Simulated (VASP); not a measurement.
# AlAs (gw) (I-4m2) in VASP: single point with PBEsol

Aim: the single point of AlAs (gw) with PBEsol.

Program: VASP 6.6.1. These are calculated values, not measurements. Logs are shortened: lines on timing, memory, paths and dates and some standing lists are left out, and cuts for length are marked.

## (1) The cell of the first run

Symmetry: I-4m2, No. 119, tetragonal system. Conventional cell: a = 4.007 Å, b = 4.007 Å, c = 5.683 Å, α = 90.00°, β = 90.00°, γ = 90.00°. Al (site symmetry -4m2) has 4 As at 2.46 Å within 3.2 Å. As (site symmetry -4m2) has 4 Al at 2.46 Å within 3.2 Å.

## (2) Single point, PBEsol

The input, INCAR:

```
  PREC = Accurate
  ENCUT = 500
  EDIFF = 1E-6
  ISMEAR = 0
  SIGMA = 0.01
  LREAL = F
  LASPH = T
  NELM = 120
  ALGO = Normal
  ISIF = 2
  LWAVE = F
  LCHARG = F
  GGA = PS
  NBANDS = 11
  GGA_COMPAT = F
```

The input, KPOINTS:

```
Automatic mesh
0
Gamma
  4 4 4
```

The input, POSCAR:

```
AlAs
1.0
    0.0000000000      2.8333268029      2.8413660752
    2.8333268029      0.0000000000      2.8413660752
    2.8333268029      2.8333268029      0.0000000000
Al As
1 1
Direct
    0.0000000000      0.0000000000      0.0000000000
    0.2500000000      0.2500000000      0.2500000000
```

Potentials or basis: VASP PAW PBE potentials, release 64 (Al, As).

The run is started by

```bash
$ cat potpaw_PBE.64/Al/POTCAR potpaw_PBE.64/As/POTCAR > POTCAR
$ mpirun -np 1 vasp_std > vasp.out
```

OUTCAR:

```text
PREC = Accurate
   ENCUT = 500
   EDIFF = 1E-6
   ISMEAR = 0
   LREAL = F
   LASPH = T
   NELM = 120
   ISIF = 2
   GGA = PS

 ion  position               nearest neighbor table
   1  0.000  0.000  0.000-   2 2.46   2 2.46   2 2.46   2 2.46
   2  0.250  0.250  0.250-   1 2.46   1 2.46   1 2.46   1 2.46

  LATTYP: Found a body centered tetragonal cell.
 ALAT       =     4.0069291913
 C/A-ratio  =     1.4182262474

  Lattice vectors:

 A1 = (  -2.8333268029,   0.0000000000,   2.8413660752)
 A2 = (   2.8333268029,   0.0000000000,   2.8413660752)
 A3 = (   0.0000000000,   2.8333268029,  -2.8413660752)

Analysis of symmetry for initial positions (statically):
=====================================================================
 Subroutine PRICEL returns:
 Original cell was already a primitive cell.

 Routine SETGRP: Setting up the symmetry group for a
 body centered tetragonal supercell.

 Subroutine GETGRP returns: Found  8 space group operations
 (whereof  8 operations were pure point group operations)
 out of a pool of 16 trial point group operations.

The static configuration has the point symmetry D_2d.

Analysis of symmetry for dynamics (positions and initial velocities):
=====================================================================
 Subroutine PRICEL returns:
 Original cell was already a primitive cell.

 Routine SETGRP: Setting up the symmetry group for a
 body centered tetragonal supercell.

 Subroutine GETGRP returns: Found  8 space group operations
 (whereof  8 operations were pure point group operations)
 out of a pool of 16 trial point group operations.

The dynamic configuration has the point symmetry D_2d.

 Subroutine INISYM returns: Found  8 space group operations
 (whereof  8 operations are pure point group operations),
 and found     1 'primitive' translations

----------------------------------------------------------------------------------------

                                     Primitive cell

  volume of cell :      45.6195

  direct lattice vectors                    reciprocal lattice vectors
     0.000000000  2.833326803  2.841366075    -0.176470995  0.176470995  0.175971693
     2.833326803  0.000000000  2.841366075     0.176470995 -0.176470995  0.175971693
     2.833326803  2.833326803  0.000000000     0.176470995  0.176470995 -0.175971693

  length of vectors
     4.012617842  4.012617842  4.006929191     0.305368730  0.305368730  0.305368730

  position of ions in fractional coordinates (direct lattice)
     0.000000000  0.000000000  0.000000000
     0.250000000  0.250000000  0.250000000

  ion indices of the primitive-cell ions
   primitive index   ion index
                 1           1
                 2           2

----------------------------------------------------------------------------------------

 KPOINTS: Automatic mesh

Automatic generation of k-mesh.
 Grid dimensions read from file:
 generate k-points for:    4    4    4

 Generating k-lattice:

  Cartesian coordinates                     Fractional coordinates (reciprocal lattice)
    -0.044117749  0.044117749  0.043992923     0.250000000  0.000000000  0.000000000
     0.044117749 -0.044117749  0.043992923     0.000000000  0.250000000  0.000000000
     0.044117749  0.044117749 -0.043992923    -0.000000000 -0.000000000  0.250000000

  Length of vectors
     0.076342182  0.076342182  0.076342182

  Shift w.r.t. Gamma in fractional coordinates (k-lattice)
     0.000000000  0.000000000  0.000000000

 Subroutine IBZKPT returns following result:
 ===========================================

 Found     13 irreducible k-points:

 Following reciprocal coordinates:
            Coordinates               Weight
  0.000000  0.000000  0.000000      1.000000
  0.250000  0.000000  0.000000      8.000000
  0.500000  0.000000  0.000000      4.000000
  0.250000  0.250000  0.000000      2.000000
  0.500000  0.250000  0.000000      8.000000
 -0.250000  0.250000  0.000000      4.000000
  0.500000  0.500000  0.000000      1.000000
  0.250000  0.000000  0.250000      4.000000
  0.500000  0.000000  0.250000     16.000000
 -0.250000  0.000000  0.250000      8.000000
 -0.250000  0.500000  0.250000      4.000000
  0.500000  0.000000  0.500000      2.000000
 -0.250000  0.250000  0.500000      2.000000
   k-points           NKPTS =     13   k-points in BZ     NKDIM =     13   number of bands    NBANDS=     11
   number of dos      NEDOS =    301   number of ions     NIONS =      2
   total plane-waves  NPLWV =  27000
   dimension x,y,z NGX =    30 NGY =   30 NGZ =   30
   dimension x,y,z NGXF=    60 NGYF=   60 NGZF=   60
   ions per type =               1   1
   NGX,Y,Z   is equivalent  to a cutoff of  12.43, 12.43, 12.45 a.u.
   NGXF,Y,Z  is equivalent  to a cutoff of  24.86, 24.86, 24.89 a.u.
 SYSTEM =  unknown system
   PREC   = accura    normal or accurate (medium, high low for compatibility)
   ISTART =      0    job   : 0-new  1-cont  2-samecut
   ICHARG =      2    charge: 1-file 2-atom 10-const
   ISPIN  =      1    spin polarized calculation?
   LNONCOLLINEAR =      F non collinear calculations
   LSORBIT =      F    spin-orbit coupling
   LASPH  =      T    aspherical Exc in radial PAW
   ENCUT  =  500.0 eV  36.75 Ry    6.06 a.u.   7.32  7.32  7.31*2*pi/ulx,y,z
   NELM   =    120;   NELMIN=  2; NELMDL= -5     # of ELM steps
   EDIFF  = 0.1E-05   stopping-criterion for ELM
   LREAL  =      F    real-space projection
   EDIFFG = 0.1E-04   stopping-criterion for IOM
   NSW    =      0    number of steps for IOM
   IBRION =     -1    ionic relax: 0-MD 1-quasi-New 2-CG
   NFREE  =      0    steps in history (QN), initial steepest desc. (CG)
   ISIF   =      2    stress and relaxation
   ISYM   =      2    0-nonsym 1-usesym 2-fastsym
   POTIM  = 0.5000    time-step for ionic-motion
   TEBEG  =    0.0;   TEEND  =   0.0 temperature during run
   PSTRESS=    0.0 pullay stress
   NELECT =       8.0000    total number of electrons
   NUPDOWN=      -1.0000    fix difference up-down
   EMIN   =  10.00;   EMAX   =-10.00  energy-range for DOS
   EFERMI =   0.00;   METHOD = LEGACY
   ISMEAR =     0;   SIGMA  =   0.01  broadening in eV -4-tet -1-fermi 0-gaus
   EFERMI_NEDOS =   21; number of points for ismear=-14 and -15
   IALGO  =     38    algorithm
   IMIX   =      4    mixing-type and parameters
     AMIX     =   0.40;   BMIX     =  1.00
     AMIX_MAG =   1.60;   BMIX_MAG =  1.00
  volume/ion in A,a.u.               =      22.81       153.93
  Fermi-wavevector in a.u.,A,eV,Ry     =   0.916336  1.731624 11.424421  0.839671
  Thomas-Fermi vector in A             =   2.041180
   LORBIT       =      0    0 simple, 1 ext, 2 COOP (PROOUT), +10 PAW based schemes
   GGA     = PS    functional components
   LHFCALC =     F    Hartree Fock is set to
   AEXX    =    0.0000 exact exchange contribution
   IVDW    =     0    specifies the selected vdW correction
   LEPSILON=     F    determine dielectric tensor
   LRPA    =     F    only Hartree local field effects (RPA)
 non-spin polarized calculation
 Gauss-broadening in eV      SIGMA  =   0.01
  energy-cutoff  :      500.00
  volume of cell :       45.62
 maximum number of plane-waves:      1174
 NGX is ok and might be reduce to    30
   NGX = 15   NGY = 15   NGZ = 15

 number of electron       8.0000000 magnetization

 Free energy of the ion-electron system (eV)
  ---------------------------------------------------
  ext. energy  EPLUGINS =         0.00000000
  ---------------------------------------------------
  free energy    TOTEN  =        -9.94392976 eV

  energy without entropy =       -9.94392976  energy(sigma->0) =       -9.94392976

 E-fermi :   3.9055     XC(G=0):  -9.1557

 val. band max:        3.7985710359   @ k =   0.0000   0.0000   0.0000
 cond. band min:       5.0871502220   @ k =   0.5000   0.0000   0.5000
 fundamental gap:      1.2885791861
 Fermi energy:         3.9055109007

 k-point     1 :       0.0000    0.0000    0.0000
  band No.  band energies     occupation
      1      -8.0614      2.00000
      2       3.7846      2.00000
      3       3.7986      2.00000
      4       3.7986      2.00000
      5       5.7161      0.00000
      6       8.0143      0.00000
      7       8.0143      0.00000
      8       8.0187      0.00000
      9      12.4469      0.00000
     10      12.7190      0.00000
     11      12.7710      0.00000

 k-point     2 :       0.2500    0.0000    0.0000
  band No.  band energies     occupation
      1      -7.4841      2.00000
      2       0.3824      2.00000
      3       3.3046      2.00000
      4       3.3217      2.00000
      5       6.3059      0.00000
      6       8.6281      0.00000
      7       8.6388      0.00000
      8      10.1279      0.00000
      9      12.0028      0.00000
     10      12.0139      0.00000
     11      12.9794      0.00000

 k-point     3 :       0.5000    0.0000    0.0000
  band No.  band energies     occupation
      1      -6.6394      2.00000
      2      -1.8034      2.00000
      3       2.9560      2.00000
      4       2.9790      2.00000
      5       5.8309      0.00000
      6       8.3790      0.00000
      7       8.4018      0.00000
      8      11.3360      0.00000
      9      14.8001      0.00000
     10      15.2299      0.00000
     11      15.2566      0.00000

 k-point     4 :       0.2500    0.2500    0.0000
  band No.  band energies     occupation
      1      -7.2874      2.00000
      2       0.5522      2.00000
      3       2.4518      2.00000
      4       2.4518      2.00000
      5       6.2802      0.00000
      6       7.4595      0.00000
      7      10.5564      0.00000
      8      10.5564      0.00000
      9      11.0917      0.00000
     10      13.8579      0.00000
     11      15.8370      0.00000

 k-point     5 :       0.5000    0.2500    0.0000
  band No.  band energies     occupation
      1      -6.4123      2.00000
      2      -1.2731      2.00000
      3       1.0335      2.00000
      4       2.1828      2.00000
      5       6.2497      0.00000
      6       8.8835      0.00000
      7      10.0654      0.00000
      8      10.6561      0.00000
      9      13.9707      0.00000
     10      15.1366      0.00000
     11      16.5304      0.00000

 k-point     6 :      -0.2500    0.2500    0.0000
  band No.  band energies     occupation
      1      -6.7204      2.00000
      2      -0.7762      2.00000
      3       0.8866      2.00000
      4       2.9043      2.00000
      5       7.1080      0.00000
      6       9.4233      0.00000
      7       9.6256      0.00000
      8      10.0082      0.00000
      9      11.3544      0.00000
     10      13.9739      0.00000
     11      16.0924      0.00000

 k-point     7 :       0.5000    0.5000    0.0000
  band No.  band energies     occupation
      1      -6.0959      2.00000
      2      -1.6618      2.00000
      3       1.6225      2.00000
      4       1.6225      2.00000
      5       5.1009      0.00000
      6       6.0028      0.00000
      7      14.0132      0.00000
      8      14.0132      0.00000
      9      15.3836      0.00000
     10      16.2854      0.00000
     11      16.2854      0.00000

 k-point     8 :       0.2500    0.0000    0.2500
  band No.  band energies     occupation
      1      -7.2837      2.00000
      2       0.5656      2.00000
      3       2.4346      2.00000
      4       2.4400      2.00000
      5       6.2671      0.00000
      6       7.4583      0.00000
      7      10.5377      0.00000
      8      10.5772      0.00000
      9      11.1201      0.00000
     10      13.8251      0.00000
     11      15.8595      0.00000

 k-point     9 :       0.5000    0.0000    0.2500
  band No.  band energies     occupation
      1      -6.4081      2.00000
      2      -1.2686      2.00000
      3       1.0409      2.00000
      4       2.1643      2.00000
      5       6.2327      0.00000
      6       8.8572      0.00000
      7      10.0713      0.00000
      8      10.6439      0.00000
      9      13.9863      0.00000
     10      15.1405      0.00000
     11      16.5493      0.00000

 k-point    10 :      -0.2500    0.0000    0.2500
  band No.  band energies     occupation
      1      -6.7218      2.00000
      2      -0.7705      2.00000
      3       0.9005      2.00000
      4       2.8856      2.00000
      5       7.0853      0.00000
      6       9.4334      0.00000
      7       9.6232      0.00000
      8      10.0235      0.00000
      9      11.3478      0.00000
     10      13.9424      0.00000
     11      16.1222      0.00000

 k-point    11 :      -0.2500    0.5000    0.2500
  band No.  band energies     occupation
      1      -6.0585      2.00000
      2      -1.3041      2.00000
      3       0.5858      2.00000
      4       0.9367      2.00000
      5       8.0125      0.00000
      6       9.3786      0.00000
      7       9.4027      0.00000
      8       9.7463      0.00000
      9      14.2660      0.00000
     10      16.0062      0.00000
     11      16.2396      0.00000

 k-point    12 :       0.5000    0.0000    0.5000
  band No.  band energies     occupation
      1      -6.0871      2.00000
      2      -1.6434      2.00000
      3       1.6033      2.00000
      4       1.6034      2.00000
      5       5.0872      0.00000
      6       5.9765      0.00000
      7      13.9814      0.00000
      8      14.0345      0.00000
      9      15.4071      0.00000
     10      16.2663      0.00000
     11      16.3167      0.00000

 k-point    13 :      -0.2500    0.2500    0.5000
  band No.  band energies     occupation
      1      -6.0549      2.00000
      2      -1.2986      2.00000
      3       0.5869      2.00000
      4       0.9370      2.00000
      5       7.9854      0.00000
      6       9.3475      0.00000
      7       9.3638      0.00000
      8       9.7129      0.00000
      9      14.3149      0.00000
     10      16.0588      0.00000
     11      16.2842      0.00000

------------------------ aborting loop because EDIFF is reached ----------------------------------------

  FORCE on cell =-STRESS in cart. coord.  units (eV):
  Direction    XX          YY          ZZ          XY          YZ          ZX
  --------------------------------------------------------------------------------------
  -------------------------------------------------------------------------------------
  Total        0.2054132      0.2054132      0.1610282      0.0000000      0.0000000      0.0000000
  in kB        7.2142027      7.2142027      5.6553832      0.0000000      0.0000000      0.0000000
  external PRESSURE =       6.6945962 kB  Pullay stress =       0.0000000 kB

 VOLUME and BASIS-vectors are now :
 -----------------------------------------------------------------------------
  energy-cutoff  :      500.00
  volume of cell :       45.62
      direct lattice vectors                 reciprocal lattice vectors
     0.000000000  2.833326803  2.841366075    -0.176470995  0.176470995  0.175971693
     2.833326803  0.000000000  2.841366075     0.176470995 -0.176470995  0.175971693
     2.833326803  2.833326803  0.000000000     0.176470995  0.176470995 -0.175971693

 POSITION                                       TOTAL-FORCE (eV/Angst)
 -----------------------------------------------------------------------------------
      0.00000      0.00000      0.00000        -0.000000     -0.000000     -0.000000
      1.41666      1.41666      1.42068         0.000000      0.000000      0.000000
 -----------------------------------------------------------------------------------
    total drift:                                0.000000      0.000000      0.000000

  FREE ENERGIE OF THE ION-ELECTRON SYSTEM (eV)
  ---------------------------------------------------
  free  energy   TOTEN  =        -9.9439297572 eV

  energy  without entropy=       -9.9439297572  energy(sigma->0) =       -9.94392976
```

Wall time 14 s (1 thread of AMD EPYC 7R13, shared host); peak memory 0.13 GiB.

What came out:

| Property | Result |
| --- | --- |
| Free energy | -9.9439 eV |
| Pressure | 0.7 GPa |
| Band gap on the k mesh | 1.29 eV, indirect (least direct gap 1.92 eV) |

Caveat: the k points lie up to 0.48 Å⁻¹ apart; the PAW data sets were made with another functional, which shifts forces and pressure a little.
